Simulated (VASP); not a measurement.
A run of VASP 6.6.1 is set up as follows.

File INCAR:

```
PREC     = Accurate       # precision mode
ENCUT    = 520            # plane-wave cutoff, eV
EDIFF    = 1E-8           # SCF threshold, eV
ISMEAR   = -1             # smearing method
SIGMA    = 0.05           # smearing width, eV
LREAL    = F              # projectors in reciprocal space
LASPH    = T              # aspherical terms in the spheres
NELM     = 150            # most SCF steps
ALGO     = Normal         # electronic algorithm
ISIF     = 2              # what is computed and relaxed
LWAVE    = F              # write WAVECAR
LCHARG   = F              # write CHGCAR
ISPIN    = 2              # spin polarisation
MAGMOM   = 1.5            # initial moments
LORBIT   = 11             # projections on sites
LMAXMIX  = 4              # l up to which the mixer works
LEFG     = T            
NBANDS   = 15             # bands
```

KPOINTS

```
Automatic mesh
0
Gamma
  20 20 20
```

POSCAR

```
Ni
1.0
   -0.0176795000      1.7591102500      1.7591102500
    1.7591102500     -0.0176795000      1.7591102500
    1.7591102500      1.7591102500     -0.0176795000
Ni
1
Direct
    0.0000000000      0.0000000000      0.0000000000
```

Potentials or basis: VASP PAW LDA potentials, release 64 (Ni).

The run is started by

```sh
$ cat potpaw_LDA.64/Ni/POTCAR > POTCAR
$ mpirun -np 1 vasp_std > vasp.out
```

(1) Estimate the net moment.

(2) Predict the site moments.

Results:

(1) 0.61 μB per cell.

(2) Ni +0.62 μB.

Caveat: the cell differs from its parent crystal (equal xy, yz and zx shear strains of -1 %); the cell stands under tension; without QUAD_EFG the Cq values of the log hold for a quadrupole moment of 1 mb, not for the nuclei.
